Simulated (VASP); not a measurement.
# Cu: single point with LDA

Crystal: Cu.

```xyz
3
Lattice="3.9984 0.0000 0.0000 -1.9992 3.4627 0.0000 0.0000 0.0000 2.4004" Properties=species:S:1:pos:R:3 pbc="T T T"
Cu    1.9992    3.4627    0.0000
Cu    0.0000    2.3085    1.2002
Cu    1.9992    1.1542    1.2002
```

- Program: VASP 6.6.1
- Task: single point
- Functional: LDA
- Potentials or basis: VASP PAW LDA potentials, release 64 (Cu)
- Cutoff: 520 eV
- k mesh: 9 × 9 × 13
- Occupations: fermi-dirac, width 0.1 eV
- Spin: no spin polarisation

```yaml
Pressure: 1.1 GPa
```

Stress tensor (GPa, compression positive):
```
1.15 0.00 0.00
0.00 1.15 0.00
0.00 0.00 1.02
```

Levels at points of the mesh, in eV from the Fermi level:
```
           k point  band 12  band 13  band 14  band 15  band 16  band 17  band 18  band 19  band 20  band 21
(0.00, 0.00, 0.00)    -2.57    -2.52    -2.52    -1.64    -1.64     4.77     4.77     4.78     4.78     6.62
```

Wall time 25 s on 1 thread of Intel(R) Xeon(R) 6975P-C (Granite Rapids), on a shared host, peak memory 0.16 GiB.
